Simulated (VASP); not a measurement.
# Pt (P6_3/mmc) in VASP: single point with BLYP

Aim: the single point of Pt with BLYP.

All numbers are computed with VASP 6.6.1; they aren't measurements. Logs are shortened: lines on timing, memory, paths and dates and some standing lists are left out, and cuts for length are marked.

## (1) The cell of the first run

It takes space group P6_3/mmc (No. 194, hexagonal). The conventional cell has a = 2.764 Å, b = 2.764 Å, c = 9.298 Å, α = 90.00°, β = 90.00°, γ = 120.00°. Pt (site symmetry -3m) has 12 Pt at 2.76 to 2.82 Å within 3.6 Å. Within 3.6 Å of Pt (site symmetry -6m2) lie 12 Pt at 2.76 to 2.82 Å.

This isn't the form of Pt at room conditions, which is fcc.

## (2) Single point, BLYP (15.38 Å³/atom)

Contents of INCAR:

```
SYSTEM = Pt
AGGAC    = 1.0          
AGGAX    = 1.0          
ALDAC    = 0.0          
ALDAX    = 1.0          
ALGO     = Normal         ! electronic algorithm
EDIFF    = 1E-6           ! SCF threshold, eV
ENCUT    = 570            ! plane-wave cutoff, eV
GGA      = B5             ! functional
GGA_COMPAT= .FALSE.      
ISIF     = 2              ! what is computed and relaxed
ISMEAR   = -1             ! smearing method
LASPH    = .TRUE.         ! aspherical terms in the spheres
LCHARG   = .FALSE.        ! write CHGCAR
LREAL    = .FALSE.        ! projectors in reciprocal space
LWAVE    = .FALSE.        ! write WAVECAR
NBANDS   = 44             ! bands
NELM     = 120            ! most SCF steps
PREC     = Accurate       ! precision mode
SIGMA    = 0.1            ! smearing width, eV
```

Contents of KPOINTS:

```
k-points
0
G
  14 14 4
  0 0 0
```

Contents of POSCAR:

```
Pt
1.0
    2.7637587165      0.0000000000      0.0000000000
   -1.3818793582      2.3934852584      0.0000000000
    0.0000000000      0.0000000000      9.2983021540
Pt
4
Direct
    1.0000000000      1.0000000000      0.0000000000
    1.0000000000      1.0000000000      0.5000000000
    0.3333333333      0.6666666667      0.2500000000
    0.6666666667      0.3333333333      0.7500000000
```

Potentials or basis: VASP PAW PBE potentials, release 64 (Pt_sv_GW).

Command:

```
$ cat potpaw_PBE.64/Pt_sv_GW/POTCAR > POTCAR
$ mpirun -np 1 vasp_std > vasp.out
```

OUTCAR:

```text
SYSTEM = Pt
   EDIFF = 1E-6
   ENCUT = 570
   GGA = B5
   ISIF = 2
   ISMEAR = -1
   LASPH = .TRUE.
   LREAL = .FALSE.
   NELM = 120
   PREC = Accurate

 ion  position               nearest neighbor table
   1  0.000  0.000  0.000-   3 2.82   4 2.82   3 2.82   4 2.82   4 2.82   3 2.82
   2  0.000  0.000  0.500-   3 2.82   4 2.82   3 2.82   4 2.82   4 2.82   3 2.82
   3  0.333  0.667  0.250-   1 2.82   2 2.82   1 2.82   2 2.82   1 2.82   2 2.82
   4  0.667  0.333  0.750-   1 2.82   2 2.82   1 2.82   2 2.82   1 2.82   2 2.82

  LATTYP: Found a hexagonal cell.
 ALAT       =     2.7637587165
 C/A-ratio  =     3.3643682781

  Lattice vectors:

 A1 = (   2.7637587165,   0.0000000000,   0.0000000000)
 A2 = (  -1.3818793582,   2.3934852584,   0.0000000000)
 A3 = (   0.0000000000,   0.0000000000,   9.2983021540)

Analysis of symmetry for initial positions (statically):
=====================================================================
 Subroutine PRICEL returns:
 Original cell was already a primitive cell.

 Routine SETGRP: Setting up the symmetry group for a
 hexagonal supercell.

 Subroutine GETGRP returns: Found 24 space group operations
 (whereof 12 operations were pure point group operations)
 out of a pool of 24 trial point group operations.

The static configuration has the point symmetry D_3d.
 The point group associated with its full space group is D_6h.

Analysis of symmetry for dynamics (positions and initial velocities):
=====================================================================
 Subroutine PRICEL returns:
 Original cell was already a primitive cell.

 Routine SETGRP: Setting up the symmetry group for a
 hexagonal supercell.

 Subroutine GETGRP returns: Found 24 space group operations
 (whereof 12 operations were pure point group operations)
 out of a pool of 24 trial point group operations.

The dynamic configuration has the point symmetry D_3d.
 The point group associated with its full space group is D_6h.

 Subroutine INISYM returns: Found 24 space group operations
 (whereof 12 operations are pure point group operations),
 and found     1 'primitive' translations

----------------------------------------------------------------------------------------

                                     Primitive cell

  volume of cell :      61.5084

  direct lattice vectors                    reciprocal lattice vectors
     2.763758716  0.000000000  0.000000000     0.361826086  0.208900388  0.000000000
    -1.381879358  2.393485258  0.000000000     0.000000000  0.417800777  0.000000000
     0.000000000  0.000000000  9.298302154     0.000000000  0.000000000  0.107546516

  length of vectors
     2.763758716  2.763758716  9.298302154     0.417800777  0.417800777  0.107546516

  position of ions in fractional coordinates (direct lattice)
     0.000000000  0.000000000  0.000000000
     0.000000000  0.000000000  0.500000000
     0.333333333  0.666666667  0.250000000
     0.666666667  0.333333333  0.750000000

  ion indices of the primitive-cell ions
   primitive index   ion index
                 1           1
                 2           2
                 3           3
                 4           4

----------------------------------------------------------------------------------------

 KPOINTS: k-points

Automatic generation of k-mesh.
 Grid dimensions read from file:
 generate k-points for:   14   14    4

 Generating k-lattice:

  Cartesian coordinates                     Fractional coordinates (reciprocal lattice)
     0.025844720  0.014921456  0.000000000     0.071428571  0.000000000  0.000000000
     0.000000000  0.029842913  0.000000000     0.000000000  0.071428571  0.000000000
     0.000000000  0.000000000  0.026886629     0.000000000  0.000000000  0.250000000

  Length of vectors
     0.029842913  0.029842913  0.026886629

  Shift w.r.t. Gamma in fractional coordinates (k-lattice)
     0.000000000  0.000000000  0.000000000

 Subroutine IBZKPT returns following result:
 ===========================================

 Found     72 irreducible k-points:

 Following reciprocal coordinates:
            Coordinates               Weight
  0.000000  0.000000  0.000000      1.000000
  0.071429  0.000000  0.000000      6.000000
  0.142857  0.000000  0.000000      6.000000
  0.214286 -0.000000  0.000000      6.000000
  0.285714 -0.000000  0.000000      6.000000
  0.357143  0.000000  0.000000      6.000000
[... 16 lines left out ...]
  0.285714  0.285714  0.000000      6.000000
  0.357143  0.285714  0.000000      6.000000
 [... further k-points ...]
   k-points           NKPTS =     72   k-points in BZ     NKDIM =     72   number of bands    NBANDS=     44
   number of dos      NEDOS =    301   number of ions     NIONS =      4
   total plane-waves  NPLWV =  41472
   dimension x,y,z NGX =    24 NGY =   24 NGZ =   72
   dimension x,y,z NGXF=    48 NGYF=   48 NGZF=  144
   ions per type =               4
   NGX,Y,Z   is equivalent  to a cutoff of  14.44, 14.44, 12.87 a.u.
   NGXF,Y,Z  is equivalent  to a cutoff of  28.87, 28.87, 25.75 a.u.
 SYSTEM =  Pt
   PREC   = accura    normal or accurate (medium, high low for compatibility)
   ISTART =      0    job   : 0-new  1-cont  2-samecut
   ICHARG =      2    charge: 1-file 2-atom 10-const
   ISPIN  =      1    spin polarized calculation?
   LNONCOLLINEAR =      F non collinear calculations
   LSORBIT =      F    spin-orbit coupling
   LASPH  =      T    aspherical Exc in radial PAW
   ENCUT  =  570.0 eV  41.89 Ry    6.47 a.u.   5.38  5.38 18.10*2*pi/ulx,y,z
   NELM   =    120;   NELMIN=  2; NELMDL= -5     # of ELM steps
   EDIFF  = 0.1E-05   stopping-criterion for ELM
   LREAL  =      F    real-space projection
   EDIFFG = 0.1E-04   stopping-criterion for IOM
   NSW    =      0    number of steps for IOM
   IBRION =     -1    ionic relax: 0-MD 1-quasi-New 2-CG
   NFREE  =      0    steps in history (QN), initial steepest desc. (CG)
   ISIF   =      2    stress and relaxation
   ISYM   =      2    0-nonsym 1-usesym 2-fastsym
   POTIM  = 0.5000    time-step for ionic-motion
   TEBEG  =    0.0;   TEEND  =   0.0 temperature during run
   PSTRESS=    0.0 pullay stress
   NELECT =      72.0000    total number of electrons
   NUPDOWN=      -1.0000    fix difference up-down
   EMIN   =  10.00;   EMAX   =-10.00  energy-range for DOS
   EFERMI =   0.00;   METHOD = LEGACY
   ISMEAR =    -1;   SIGMA  =   0.10  broadening in eV -4-tet -1-fermi 0-gaus
   EFERMI_NEDOS =   21; number of points for ismear=-14 and -15
   IALGO  =     38    algorithm
   IMIX   =      4    mixing-type and parameters
     AMIX     =   0.40;   BMIX     =  1.00
     AMIX_MAG =   1.60;   BMIX_MAG =  1.00
  volume/ion in A,a.u.               =      15.38       103.77
  Fermi-wavevector in a.u.,A,eV,Ry     =   1.725338  3.260416 40.501696  2.976791
  Thomas-Fermi vector in A             =   2.800857
   LORBIT       =      0    0 simple, 1 ext, 2 COOP (PROOUT), +10 PAW based schemes
   GGA     = B5    functional components
   LHFCALC =     F    Hartree Fock is set to
   AEXX    =    0.0000 exact exchange contribution
   IVDW    =     0    specifies the selected vdW correction
   LEPSILON=     F    determine dielectric tensor
   LRPA    =     F    only Hartree local field effects (RPA)
 non-spin polarized calculation
  energy-cutoff  :      570.00
  volume of cell :       61.51
 maximum number of plane-waves:      1950
 NGX is ok and might be reduce to    24
   NGX = 11   NGY = 11   NGZ = 37

 number of electron      72.0000002 magnetization

 Free energy of the ion-electron system (eV)
  ---------------------------------------------------
  ext. energy  EPLUGINS =         0.00000000
  ---------------------------------------------------
  free energy    TOTEN  =       -19.89027521 eV

  energy without entropy =      -19.66744832  energy(sigma->0) =      -19.77886176

 E-fermi :  10.9633     XC(G=0): -13.2786

 val. band max:       10.9609772948   @ k =   0.2857   0.0714   0.2500
 cond. band min:      10.9686564586   @ k =   0.3571   0.0000   0.2500
 fundamental gap:      0.0076791638
 Fermi energy:        10.9633143187

 k-point     1 :       0.0000    0.0000    0.0000
  band No.  band energies     occupation
      1     -87.0145      2.00000
      2     -87.0093      2.00000
      3     -86.9802      2.00000
      4     -86.9748      2.00000
      5     -41.6380      2.00000
      6     -41.4579      2.00000
[... 36 lines left out ...]
     43      24.0470      0.00000
     44      25.8783      0.00000

 k-point     2 :       0.0714    0.0000    0.0000
  band No.  band energies     occupation
      1     -87.0133      2.00000
      2     -87.0076      2.00000
      3     -86.9789      2.00000
      4     -86.9736      2.00000
      5     -41.6313      2.00000
      6     -41.4592      2.00000
[... 36 lines left out ...]
     43      24.1179      0.00000
     44      26.1665      0.00000

 k-point     3 :       0.1429    0.0000    0.0000
  band No.  band energies     occupation
      1     -87.0093      2.00000
      2     -87.0043      2.00000
      3     -86.9753      2.00000
      4     -86.9709      2.00000
      5     -41.6118      2.00000
      6     -41.4676      2.00000
[... 36 lines left out ...]
     43      24.2710      0.00000
     44      26.8560      0.00000

 k-point     4 :       0.2143   -0.0000    0.0000
  band No.  band energies     occupation
      1     -87.0036      2.00000
      2     -86.9996      2.00000
      3     -86.9705      2.00000
      4     -86.9671      2.00000
      5     -41.5824      2.00000
      6     -41.4988      2.00000
[... 882 lines left out ...]
     43      19.1074      0.00000
     44      20.2600      0.00000

 k-point    23 :       0.2857    0.2857    0.0000
  band No.  band energies     occupation
      1     -86.9831      2.00000
      2     -86.9826      2.00000
      3     -86.9541      2.00000
      4     -86.9533      2.00000
      5     -41.6418      2.00000
      6     -41.6222      2.00000
[... 36 lines left out ...]
     43      19.8933      0.00000
     44      20.4747      0.00000

 k-point    24 :       0.3571    0.2857    0.0000
  band No.  band energies     occupation
      1     -86.9821      2.00000
      2     -86.9821      2.00000
      3     -86.9534      2.00000
      4     -86.9529      2.00000
      5     -41.6341      2.00000
      6     -41.6090      2.00000
[... 36 lines left out ...]
     43      19.0190      0.00000
     44      19.9381      0.00000

 [... further k-points ...]

------------------------ aborting loop because EDIFF is reached ----------------------------------------

  FORCE on cell =-STRESS in cart. coord.  units (eV):
  Direction    XX          YY          ZZ          XY          YZ          ZX
  --------------------------------------------------------------------------------------
  -------------------------------------------------------------------------------------
  Total        7.9496768      7.9496768      7.3447831      0.0000000      0.0000000      0.0000000
  in kB      207.0739738    207.0739738    191.3176432      0.0000000      0.0000000      0.0000000
  external PRESSURE =     201.8218636 kB  Pullay stress =       0.0000000 kB

 VOLUME and BASIS-vectors are now :
 -----------------------------------------------------------------------------
  energy-cutoff  :      570.00
  volume of cell :       61.51
      direct lattice vectors                 reciprocal lattice vectors
     2.763758716  0.000000000  0.000000000     0.361826086  0.208900388  0.000000000
    -1.381879358  2.393485258  0.000000000     0.000000000  0.417800777  0.000000000
     0.000000000  0.000000000  9.298302154     0.000000000  0.000000000  0.107546516

 POSITION                                       TOTAL-FORCE (eV/Angst)
 -----------------------------------------------------------------------------------
      0.00000      0.00000      0.00000        -0.000000     -0.000000     -0.000000
      0.00000      0.00000      4.64915        -0.000000     -0.000000     -0.000000
     -0.00000      1.59566      2.32458        -0.000000      0.000000      0.000000
      1.38188      0.79783      6.97373         0.000000      0.000000     -0.000000
 -----------------------------------------------------------------------------------
    total drift:                               -0.000000      0.000000     -0.000000

  FREE ENERGIE OF THE ION-ELECTRON SYSTEM (eV)
  ---------------------------------------------------
  free  energy   TOTEN  =       -19.8902752124 eV

  energy  without entropy=      -19.6674483169  energy(sigma->0) =      -19.77886176
```

Wall time 3.3 min (1 thread of Intel Xeon Platinum 8488C (Sapphire Rapids), shared host); peak memory 0.3 GiB.

What came out:

```yaml
Free_energy: -19.8903 eV
Pressure: 20.2 GPa
Band_gap_on_the_k_mesh: zero (bands 36 and 37 overlap by 1.37 eV)
```

Caveat: the cell stands under pressure; the PAW data sets were made with another functional, which shifts forces and pressure a little; spin-orbit coupling is left out, which moves the levels of the heavy elements.
